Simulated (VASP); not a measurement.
Input of a VASP 6.6.1 run:

INCAR

```
SYSTEM = WI6
PREC = Accurate ; ENCUT = 520
EDIFF = 1E-6 ; ISMEAR = 0
SIGMA = 0.1 ; LREAL = .False.
LASPH = .True. ; NELM = 60
ALGO = Normal ; ISIF = 2
LWAVE = .False. ; LCHARG = .False.
GGA = PE ; NBANDS = 37
```

The input KPOINTS:

```
regular mesh
0
Gamma
  4 4 4
  0 0 0
```

The input POSCAR:

```
WI6
1.0
    0.0000000000      5.7844429000      5.7844429000
    5.7844429000      0.0000000000      5.7844429000
    5.7844429000      5.7844429000      0.0000000000
W I
1 6
Direct
    0.0000000000      0.0000000000      0.0000000000
    0.7656460000      0.2343540000      0.2343540000
    0.2343540000      0.7656460000      0.7656460000
    0.2343540000      0.7656460000      0.2343540000
    0.7656460000      0.2343540000      0.7656460000
    0.2343540000      0.2343540000      0.7656460000
    0.7656460000      0.7656460000      0.2343540000
```

Potentials or basis: VASP PAW PBE potentials, release 64 (W_sv, I).

The run is started by

```sh
$ cat potpaw_PBE.64/W_sv/POTCAR potpaw_PBE.64/I/POTCAR > POTCAR
$ mpirun -np 1 vasp_std > vasp.out
```

Problem. Estimate the pressure.

Solution. 0.0 GPa.

Problem. What does it give for the band gap on the k mesh?

Solution. 0.19 eV (least direct gap 0.20 eV).

Problem. Estimate the largest force.

Solution. 0.010 eV/Å.

Forces on the atoms (eV/Å):
```
W    0.000  0.000  0.000
I   -0.010  0.000  0.000
I    0.010  0.000  0.000
I    0.000 -0.010  0.000
I    0.000  0.010  0.000
I    0.000  0.000 -0.010
I    0.000  0.000  0.010
```

Caveat: the cell differs from its parent crystal (atoms taken out); spin-orbit coupling is left out, which moves the levels of the heavy elements. A k mesh can miss the band edges.
